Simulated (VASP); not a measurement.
Wanted: the native input for a VASP 6.6.1 run.

```
Task                   : single point
Functional             : PBEsol
Potentials or basis    : VASP PAW PBE potentials, release 64 (Cu, Pd)
Cutoff                 : 520 eV
k mesh                 : 6 × 6 × 6
Occupations            : methfessel-paxton, width 0.1 eV
Spin                   : no spin polarisation
Dipole correction      : no
Further INCAR settings : ALGO = Normal; EDIFF = 1e-07; NBANDS = 30
```

The structure of Cu3Pd lies in POSCAR:

```
Cu3Pd
1.0
    3.8320606472      0.0000000000      0.0000000000
    0.0000000000      3.8320606472      0.0000000000
    0.0000000000      0.0000000000      3.8320606472
Cu Pd
3 1
Direct
    0.0000000000      0.5000000000      0.5000000000
    0.5000000000      0.0000000000      0.5000000000
    0.5000000000      0.5000000000      0.0000000000
    0.0000000000      0.0000000000      0.0000000000
```

One way to write it, as run:

INCAR

```
SYSTEM = Cu3Pd
ALGO = Normal
EDIFF = 1E-7
ENCUT = 520
GGA = PS
ISIF = 2
ISMEAR = 1
LASPH = .True.
LCHARG = .True.
LELF = .True.
LREAL = .False.
LVHAR = .True.
LWAVE = .False.
NBANDS = 30
NELM = 60
PREC = Accurate
SIGMA = 0.1
```

KPOINTS

```
k-points
0
Gamma
  6 6 6
  0 0 0
```

Potentials or basis: VASP PAW PBE potentials, release 64 (Cu, Pd).

Run with:

```sh
$ cat potpaw_PBE.64/Cu/POTCAR potpaw_PBE.64/Pd/POTCAR > POTCAR
$ mpirun -np 1 vasp_std > vasp.out
```

Results of the run:

```json
{
  "Pressure": "-17.0 GPa"
}
```

Caveat: the PAW data sets were made with another functional, which shifts forces and pressure a little.

Wall time 31 s on 1 thread of Intel(R) Xeon(R) Platinum 8488C (Sapphire Rapids) (shared host), peak memory 0.18 GiB.
